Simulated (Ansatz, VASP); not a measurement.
**Si2P3: VASP beside Ansatz**

```
Si P
1.0
     3.55833    0.00000    0.00000
     0.72590    3.50007    0.00000
     0.03137    0.76491   13.68384
Si P
4 6
Direct
  0.86095 0.82021 0.09809
  0.51754 0.74935 0.65761
  0.48246 0.25065 0.34239
  0.13905 0.17979 0.90191
  0.26554 0.23438 0.07337
  0.94403 0.08059 0.57715
  0.05597 0.91941 0.42285
  0.73446 0.76562 0.92663
  0.80808 0.70161 0.26594
  0.19192 0.29839 0.73406
```

Change from the starting cell: the structure that the rattled cell fell into.

Alike in both runs: task single point; functional PBE; k mesh 6 × 6 × 2; occupations gaussian, width 0.1 eV; no spin polarisation.

|  | VASP | Ansatz |
| --- | --- | --- |
| version | VASP 6.6.1 | Ansatz 0.2.0 |
| potentials or method | VASP PAW PBE potentials, release 64 (Si, P), cutoff 520 eV | scalar-relativistic, plane waves, PAW |
| valence electrons in the cell | 46 | 46 |

|  | VASP | Ansatz | Ansatz less VASP |
| --- | --- | --- | --- |
| gap on the k mesh at the Fermi level (eV) | none | none | - |
| pressure (GPa) | 0.7 | 0.9 | +0.16 |
| traceless stress, the component that is largest in VASP (GPa) | 2.25 | 2.28 | +0.031 |
| rms of the force components (eV/Å) | 0.113 | 0.115 | +0.0023 |

Atom by atom the forces differ by 0.008 eV/Å (rms over components). A gap of «none» marks a metal or a gap that the smearing closes.
